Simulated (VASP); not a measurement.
# SnSe (I4/mmm) in VASP: notebook, part 2 of 2

VASP 6.6.1. The steps go on from the part before.

## (4) Single point, r2SCAN (strain +0.0150 x Voigt [0, 1, 0, 0, 0, 0])

The input, POSCAR:

```
SnSe
1.0
    0.0000000000      3.0551500000      3.0100000000
    3.0100000000      0.0000000000      3.0100000000
    3.0100000000      3.0551500000      0.0000000000
Sn Se
1 1
Direct
    0.0000000000      0.0000000000      0.0000000000
    0.5000000000      0.5000000000      0.5000000000
```

The input, INCAR.step1:

```
SYSTEM = SnSe
  PREC = Accurate
  ENCUT = 520
  ISMEAR = 0
  SIGMA = 0.05
  LREAL = .FALSE.
  LASPH = .TRUE.
  NELM = 80
  NBANDS = 17
  GGA = PE
  ALGO = Normal
  EDIFF = 1E-4
  LWAVE = .TRUE.
  LCHARG = .FALSE.
```

The input, INCAR.step2:

```
SYSTEM = SnSe
  PREC = Accurate
  ENCUT = 520
  EDIFF = 1E-6
  ISMEAR = 0
  SIGMA = 0.05
  LREAL = .FALSE.
  LASPH = .TRUE.
  NELM = 80
  ALGO = Normal
  ISIF = 2
  LWAVE = .FALSE.
  LCHARG = .FALSE.
  METAGGA = R2SCAN
  LMIXTAU = .TRUE.
  NBANDS = 17
  ISTART = 1
```

The input, KPOINTS:

```
regular mesh
0
G
  10 10 10
  0 0 0
```

Potentials or basis: VASP PAW PBE potentials, release 64 (Sn_d, Se).

Launch:

```
> cat potpaw_PBE.64/Sn_d/POTCAR potpaw_PBE.64/Se/POTCAR > POTCAR
> cp INCAR.step1 INCAR
> mpirun -np 1 vasp_std > vasp.out
> cp INCAR.step2 INCAR
> mpirun -np 1 vasp_std > vasp.out
```

OUTCAR:

```text
SYSTEM = SnSe
   PREC = Accurate
   ENCUT = 520
   EDIFF = 1E-6
   ISMEAR = 0
   LREAL = .FALSE.
   LASPH = .TRUE.
   NELM = 80
   ISIF = 2
   METAGGA = R2SCAN
   ISTART = 1

 ion  position               nearest neighbor table
   1  0.000  0.000  0.000-   2 3.01   2 3.01   2 3.01   2 3.01   2 3.06   2 3.06
   2  0.500  0.500  0.500-   1 3.01   1 3.01   1 3.01   1 3.01   1 3.06   1 3.06

  LATTYP: Found a body centered tetragonal cell.
 ALAT       =     4.2567828227
 C/A-ratio  =     1.4354267658

  Lattice vectors:

 A1 = (   0.0000000000,  -3.0551500000,   3.0100000000)
[... 650 lines left out ...]
      5     -16.9899      2.00000
      6      -8.1162      2.00000
[... 9 lines left out ...]
     16      16.5616      0.00000
     17      17.2582      0.00000

 [... further k-points ...]
[... 5 lines left out ...]
  --------------------------------------------------------------------------------------
  -------------------------------------------------------------------------------------
  Total       -0.0732998     -0.6476998     -0.0732998      0.0000000     -0.0000000      0.0000000
  in kB       -2.1213775    -18.7451470     -2.1213775      0.0000000     -0.0000000      0.0000000
  external PRESSURE =      -7.6626340 kB  Pullay stress =       0.0000000 kB

 VOLUME and BASIS-vectors are now :
 -----------------------------------------------------------------------------
  energy-cutoff  :      520.00
  volume of cell :       55.36
      direct lattice vectors                 reciprocal lattice vectors
     0.000000000  3.055150000  3.010000000    -0.166112957  0.163658086  0.166112957
     3.010000000  0.000000000  3.010000000     0.166112957 -0.163658086  0.166112957
     3.010000000  3.055150000  0.000000000     0.166112957  0.163658086 -0.166112957

 POSITION                                       TOTAL-FORCE (eV/Angst)
 -----------------------------------------------------------------------------------
      0.00000      0.00000      0.00000         0.000000     -0.000000      0.000000
      3.01000      3.05515      3.01000        -0.000000      0.000000      0.000000
 -----------------------------------------------------------------------------------
    total drift:                                0.000000     -0.000000     -0.000000

  FREE ENERGIE OF THE ION-ELECTRON SYSTEM (eV)
  ---------------------------------------------------
  free  energy   TOTEN  =       -39.8698961519 eV

  energy  without entropy=      -39.8698961519  energy(sigma->0) =      -39.86989615
```

OUTCAR.step1:

```text
SYSTEM = SnSe
   PREC = Accurate
   ENCUT = 520
   ISMEAR = 0
   LREAL = .FALSE.
   LASPH = .TRUE.
[... 702 lines left out ...]
      0.00000      0.00000      0.00000         0.000000      0.000000     -0.000000
      3.01000      3.05515      3.01000        -0.000000      0.000000      0.000000
 -----------------------------------------------------------------------------------
    total drift:                                0.000000     -0.000000     -0.000000

  FREE ENERGIE OF THE ION-ELECTRON SYSTEM (eV)
  ---------------------------------------------------
  free  energy   TOTEN  =        -8.2137869590 eV

  energy  without entropy=       -8.2137869590  energy(sigma->0) =       -8.21378696
```

OSZICAR.step1:

```text
N       E                     dE             d eps       ncg     rms          rms(c)
DAV:   1     0.132128708577E+03    0.13213E+03   -0.97756E+03  3517   0.142E+03
DAV:   2     0.450577813553E+01   -0.12762E+03   -0.12374E+03  3679   0.348E+02
DAV:   3    -0.807483512084E+01   -0.12581E+02   -0.12497E+02  4219   0.942E+01
DAV:   4    -0.839934968197E+01   -0.32451E+00   -0.32420E+00  4236   0.160E+01
DAV:   5    -0.840857682668E+01   -0.92271E-02   -0.92268E-02  4970   0.266E+00    0.300E+00
DAV:   6    -0.821253611870E+01    0.19604E+00   -0.48851E-01  4983   0.394E+00    0.176E+00
DAV:   7    -0.821156709317E+01    0.96903E-03   -0.85356E-02  4019   0.129E+00    0.901E-01
DAV:   8    -0.821395117311E+01   -0.23841E-02   -0.93920E-03  4221   0.850E-01    0.129E-01
DAV:   9    -0.821370315702E+01    0.24802E-03   -0.15127E-03  4770   0.310E-01    0.555E-02
DAV:  10    -0.821378695902E+01   -0.83802E-04   -0.19275E-04  4098   0.787E-02
   1 F= -.82137870E+01 E0= -.82137870E+01  d E =-.144957E-11
```

Wall time 94 s (1 thread of Intel Xeon 6975P-C (Granite Rapids), shared host); peak memory 0.25 GiB.

Results:

```yaml
Free_energy: -39.8699 eV
Pressure: -0.8 GPa
Band_gap_on_the_k_mesh: 0.39 eV, direct
```

Caveat: the cell differs from its parent crystal (strain +0.0150 x Voigt [0, 1, 0, 0, 0, 0]); the PAW data sets were made with another functional, which shifts forces and pressure a little; spin-orbit coupling is left out, which moves the levels of the heavy elements. A k mesh can miss the band edges.

## (5) Single point, r2SCAN (strain +0.0175 x Voigt [0, 1, 0, 0, 0, 0])

The input, POSCAR:

```
SnSe
1.0
    0.0000000000      3.0626750000      3.0100000000
    3.0100000000      0.0000000000      3.0100000000
    3.0100000000      3.0626750000      0.0000000000
Sn Se
1 1
Direct
    0.0000000000      0.0000000000      0.0000000000
    0.5000000000      0.5000000000      0.5000000000
```

The input, INCAR.step1:

```
PREC = Accurate
ENCUT = 520
ISMEAR = 0
SIGMA = 0.05
LREAL = F
LASPH = T
NELM = 60
NBANDS = 17
GGA = PE
ALGO = Normal
EDIFF = 1E-4
LWAVE = T
LCHARG = F
```

The input, INCAR.step2:

```
PREC = Accurate
ENCUT = 520
EDIFF = 1E-7
ISMEAR = 0
SIGMA = 0.05
LREAL = F
LASPH = T
NELM = 60
ALGO = Normal
ISIF = 2
LWAVE = F
LCHARG = F
METAGGA = R2SCAN
LMIXTAU = T
NBANDS = 17
ISTART = 1
```

The input, KPOINTS:

```
regular mesh
0
Gamma
  10 10 10
```

Potentials or basis: VASP PAW PBE potentials, release 64 (Sn_d, Se).

Launch:

```
> cat potpaw_PBE.64/Sn_d/POTCAR potpaw_PBE.64/Se/POTCAR > POTCAR
> cp INCAR.step1 INCAR
> mpirun -np 1 vasp_std > vasp.out
> cp INCAR.step2 INCAR
> mpirun -np 1 vasp_std > vasp.out
```

OUTCAR:

```text
PREC = Accurate
   ENCUT = 520
   EDIFF = 1E-7
   ISMEAR = 0
   LREAL = F
   LASPH = T
   NELM = 60
   ISIF = 2
   METAGGA = R2SCAN
   ISTART = 1

 ion  position               nearest neighbor table
   1  0.000  0.000  0.000-   2 3.01   2 3.01   2 3.01   2 3.01   2 3.06   2 3.06
   2  0.500  0.500  0.500-   1 3.01   1 3.01   1 3.01   1 3.01   1 3.06   1 3.06

  LATTYP: Found a body centered tetragonal cell.
 ALAT       =     4.2567828227
 C/A-ratio  =     1.4389622997

  Lattice vectors:

 A1 = (   0.0000000000,  -3.0626750000,   3.0100000000)
 A2 = (   0.0000000000,  -3.0626750000,  -3.0100000000)
 A3 = (   3.0100000000,   3.0626750000,   0.0000000000)

Analysis of symmetry for initial positions (statically):
=====================================================================
 Subroutine PRICEL returns:
 Original cell was already a primitive cell.

 Routine SETGRP: Setting up the symmetry group for a
 body centered tetragonal supercell.

[... 155 lines left out ...]

 number of electron      20.0000000 magnetization

 Free energy of the ion-electron system (eV)
  ---------------------------------------------------
  ext. energy  EPLUGINS =         0.00000000
  ---------------------------------------------------
  free energy    TOTEN  =       -39.86822030 eV

  energy without entropy =      -39.86822030  energy(sigma->0) =      -39.86822030

 E-fermi :   5.7168     XC(G=0): -10.1024

 val. band max:        5.5239928670   @ k =   0.5000   0.0000   0.0000
 cond. band min:       5.9092006904   @ k =   0.5000   0.0000   0.0000
 fundamental gap:      0.3852078234
 Fermi energy:         5.7168453502

 k-point     1 :       0.0000    0.0000    0.0000
  band No.  band energies     occupation
      1     -17.0409      2.00000
      2     -17.0372      2.00000
      3     -17.0372      2.00000
      4     -17.0324      2.00000
      5     -17.0314      2.00000
      6      -9.0838      2.00000
[... 457 lines left out ...]
      4     -17.0250      2.00000
      5     -17.0173      2.00000
      6      -8.1299      2.00000
[... 9 lines left out ...]
     16      16.5253      0.00000
     17      17.2415      0.00000

 [... further k-points ...]
[... 5 lines left out ...]
  --------------------------------------------------------------------------------------
  -------------------------------------------------------------------------------------
  Total       -0.0849976     -0.7450316     -0.0849976     -0.0000000     -0.0000000      0.0000000
  in kB       -2.4538796    -21.5090573     -2.4538796     -0.0000000     -0.0000000      0.0000000
  external PRESSURE =      -8.8056055 kB  Pullay stress =       0.0000000 kB

 VOLUME and BASIS-vectors are now :
 -----------------------------------------------------------------------------
  energy-cutoff  :      520.00
  volume of cell :       55.50
      direct lattice vectors                 reciprocal lattice vectors
     0.000000000  3.062675000  3.010000000    -0.166112957  0.163255977  0.166112957
     3.010000000  0.000000000  3.010000000     0.166112957 -0.163255977  0.166112957
     3.010000000  3.062675000  0.000000000     0.166112957  0.163255977 -0.166112957

 POSITION                                       TOTAL-FORCE (eV/Angst)
 -----------------------------------------------------------------------------------
      0.00000      0.00000      0.00000         0.000000      0.000000      0.000000
      3.01000      3.06268      3.01000        -0.000000     -0.000000     -0.000000
 -----------------------------------------------------------------------------------
    total drift:                                0.000000     -0.000000     -0.000000

  FREE ENERGIE OF THE ION-ELECTRON SYSTEM (eV)
  ---------------------------------------------------
  free  energy   TOTEN  =       -39.8682203001 eV

  energy  without entropy=      -39.8682203000  energy(sigma->0) =      -39.86822030
```

It took 1.7 min on 1 thread of Intel Xeon 6975P-C (Granite Rapids), shared host; peak memory 0.25 GiB.

What came out:

```
Free energy            : -39.8682 eV
Pressure               : -0.9 GPa
Band gap on the k mesh : 0.39 eV, direct
```

Caveat: the cell differs from its parent crystal (strain +0.0175 x Voigt [0, 1, 0, 0, 0, 0]); the PAW data sets were made with another functional, which shifts forces and pressure a little; spin-orbit coupling is left out, which moves the levels of the heavy elements. A k mesh can miss the band edges.

## (6) Summary

```tsv
cell	gap on the mesh (eV)	pressure (GPa)
a = 4.267, b = 4.257 Å, angles 60.1, 59.8, 60.1°, 2 atoms	0.43	-0.3
a = 4.278, b = 4.257 Å, angles 60.2, 59.7, 60.2°, 2 atoms	0.41	-0.5
a = 4.289, b = 4.257 Å, angles 60.2, 59.5, 60.2°, 2 atoms	0.39	-0.8
a = 4.294, b = 4.257 Å, angles 60.3, 59.4, 60.3°, 2 atoms	0.39	-0.9
```

Alike in all rows: task single point; level r2SCAN; potentials or basis VASP PAW PBE potentials, release 64 (Sn_d, Se); no spin polarisation; k mesh 10 × 10 × 10; cutoff (eV) 520; smearing gaussian 0.05 eV.

Caveats: the PAW data sets were made with another functional, which shifts forces and pressure a little; spin-orbit coupling is left out, which moves the levels of the heavy elements.

Absolute energies hang on the potentials; compare differences alone.
